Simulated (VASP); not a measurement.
Input of a VASP 6.6.1 run:

INCAR

```
  ALGO = Normal
  EDIFF = 1E-6
  ENCUT = 520
  ISIF = 2
  ISMEAR = -1
  ISPIN = 2
  LASPH = T
  LCHARG = T
  LELF = T
  LMAXMIX = 4
  LORBIT = 11
  LREAL = F
  LVHAR = T
  LWAVE = F
  MAGMOM = 4 0
  NBANDS = 20
  NELM = 150
  PREC = Accurate
  SIGMA = 0.05
```

KPOINTS

```
k-points
0
Gamma
  10 10 10
```

The input POSCAR:

```
MnO
1.0
    0.0000000000      2.1785090927      2.1785090927
    2.1785090927      0.0000000000      2.1785090927
    2.1785090927      2.1785090927      0.0000000000
Mn O
1 1
Direct
    0.0000000000      0.0000000000      0.0000000000
    0.5000000000      0.5000000000      0.5000000000
```

Potentials or basis: VASP PAW LDA potentials, release 64 (Mn_pv, O).

Command:

```bash
$ cat potpaw_LDA.64/Mn_pv/POTCAR potpaw_LDA.64/O/POTCAR > POTCAR
$ mpirun -np 1 vasp_std > vasp.out
```

Q: Estimate the net moment.

A: 4.29 μB per cell.

Q: Predict the site moments.

A: Mn +3.93; O +0.17 μB.

Q: Predict the pressure.

A: -13.3 GPa.

Caveat: a cell with one magnetic atom can't hold antiferromagnetic order, which such compounds often take.
